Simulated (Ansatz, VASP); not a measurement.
Two plane-wave programs on ZrC

INCAR

```
SYSTEM = ZrC
PREC = Accurate
ENCUT = 520
EDIFF = 1E-6
ISMEAR = 0
SIGMA = 0.15
LREAL = .False.
LASPH = .True.
NELM = 60
ALGO = Normal
ISIF = 2
LWAVE = .False.
LCHARG = .False.
GGA = PE
NBANDS = 15
```

KPOINTS

```
Automatic mesh
0
Gamma
  18 18 18
  0 0 0
```

File POSCAR:

```
ZrC
1.0
    0.0000000000      2.4207163000      2.4207163000
    2.4207163000      0.0000000000      2.4207163000
    2.4207163000      2.4207163000      0.0000000000
Zr C
1 1
Direct
    0.5000000000      0.5000000000      0.5000000000
    0.0000000000      0.0000000000      0.0000000000
```

Input for Ansatz:

```yaml
crystal:
  lattice:
    - [0.0, 2.4207163, 2.4207163]
    - [2.4207163, 0.0, 2.4207163]
    - [2.4207163, 2.4207163, 0.0]
  atoms:
    - { symbol: Zr, position: [0.5, 0.5, 0.5] }
    - { symbol: C, position: [0.0, 0.0, 0.0] }
basis:
  ecutwfc: 420
kpoints:
  mp_grid: { grid: [18, 18, 18] }
hamiltonian:
  xc: pbe
scf:
  occupations: { method: gaussian, width: 0.15 }
output:
  forces: true
  stress: true
  eigenvalues: true
```

Change from the starting cell: strain +0.030 along x and y, +0.030 along z, atoms carried along.

Alike in both runs: task single point; functional PBE; k mesh 18 × 18 × 18; occupations gaussian, width 0.15 eV; no spin polarisation.

```csv
,VASP,Ansatz
version,VASP 6.6.1,Ansatz 0.2.0
potentials or method,"VASP PAW PBE potentials, release 64 (Zr_sv, C), cutoff 520 eV","scalar-relativistic, plane waves, PAW"
valence electrons in the cell,16,16
```

VASP gave:

- gap on the k mesh at the Fermi level (eV): none
- pressure (GPa): -15.4

Task: What did Ansatz give for the same quantities?

Result: gap on the k mesh at the Fermi level (eV): none; pressure (GPa): -15.6.

A gap of «none» marks a metal or a gap that the smearing closes.
